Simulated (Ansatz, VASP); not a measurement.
## Two plane-wave programs on MoS2

```xyz
6
Lattice="3.1841 0.0000 0.0000 -1.5921 2.7575 0.0000 0.0000 0.0000 40.4373" Properties=species:S:1:pos:R:3 pbc="T T T"
S     0.0000    1.8384    9.9957
S     0.0000    1.8384   13.1106
S     0.0000    1.8384   27.3267
S     0.0000    1.8384   30.4415
Mo    0.0000    0.0000   11.5532
Mo    0.0000    0.0000   28.8841
```

Alike in both runs: functional PBE; dispersion D3(BJ); k mesh 9 × 9 × 1; occupations gaussian, width 0.05 eV; collinear spin.

Ansatz relaxed the structure, and its values are those at the end. VASP's run is a single point on that final structure, the one shown.

```csv
,VASP,Ansatz
version,VASP 6.6.1,Ansatz 0.2.0
potentials or method,"VASP PAW PBE potentials, release 64 (S, Mo_sv), cutoff 520 eV","scalar-relativistic, plane waves, PAW"
valence electrons in the cell,52,52
```

```tsv
	VASP	Ansatz	Ansatz less VASP
gap on the k mesh at the Fermi level (eV)	1.64	1.63	-0.012
rms of the force components (eV/Å)	0.006	0.000	-0.0054
net moment per atom (μB)	0.00	0.00	0.000
```

Ansatz's warnings: seeded moment not kept.
